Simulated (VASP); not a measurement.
Runs of VASP 6.6.1 on Ga. The structure is that of space group Im-3m (No. 229), or close to it. The cells are those of the table. 

| task | cell | k mesh | cutoff (eV) | gap on the mesh (eV) | pressure (GPa) |
| --- | --- | --- | --- | --- | --- |
| single point | a = 2.947 Å, angles 109.5°, 1 atom | 13 × 13 × 13 | 520 | none | 0.1 |
| single point | a = 3.023 Å, angles 109.5°, 1 atom | 15 × 15 × 15 | 520 | none | -2.7 |
| single point | a = 2.907 Å, angles 109.5°, 1 atom | 15 × 15 × 15 | 520 | none | 2.1 |
| single point | a = 2.824 Å, angles 109.5°, 1 atom | 15 × 15 × 15 | 520 | none | (a) |
| relaxation of cell and atoms | relaxed from a = 2.942 Å, angles 109.5°, 1 atom | 13 × 13 × 13 | 600 | none | 0.0 |

Alike in all rows: level revPBE; potentials or basis VASP PAW PBE potentials, release 64 (Ga_d); no spin polarisation; smearing fermi-dirac 0.1 eV.

Problem. Estimate the missing entries.

Solution. (a) 7.9.

Caveats: the PAW data sets were made with another functional, which shifts forces and pressure a little.

A k mesh can miss the band edges, and the runs leave out spin-orbit coupling on Ga.

A gap of «none» marks levels without a gap at the run's occupations.
